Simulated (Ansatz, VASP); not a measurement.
One calculation of AlN, two programs

```
CELL_PARAMETERS angstrom
0.00000 2.04915 1.99646
2.04915 0.00000 1.99646
2.04915 2.04915 0.00000
ATOMIC_POSITIONS crystal
Al 0.00000 0.00000 0.00000
N 0.50000 0.50000 0.50000
```

Change from the starting cell: epitaxial_xy strain +1.5%.

Alike in both runs: task single point; functional PBE; k mesh 10 × 10 × 10; occupations fermi-dirac, width 0.02 eV; no spin polarisation.

```csv
,VASP,Ansatz
version,VASP 6.6.1,Ansatz 0.2.0
potentials or method,"VASP PAW PBE potentials, release 64 (Al, N)","plane waves, PAW"
plane-wave cutoff (eV),520,420
valence electrons in the cell,8,8
```

Ansatz gave:

| Property | Result |
| --- | --- |
| gap on the k mesh at the Fermi level (eV) | 4.28 |
| pressure (GPa) | 1.8 |
| traceless stress, the component that is largest in VASP (GPa) | 4.81 |

Question: Estimate VASP's values.

Answer: gap on the k mesh at the Fermi level (eV): 4.26; pressure (GPa): 1.5; traceless stress, the component that is largest in VASP (GPa): 4.79.
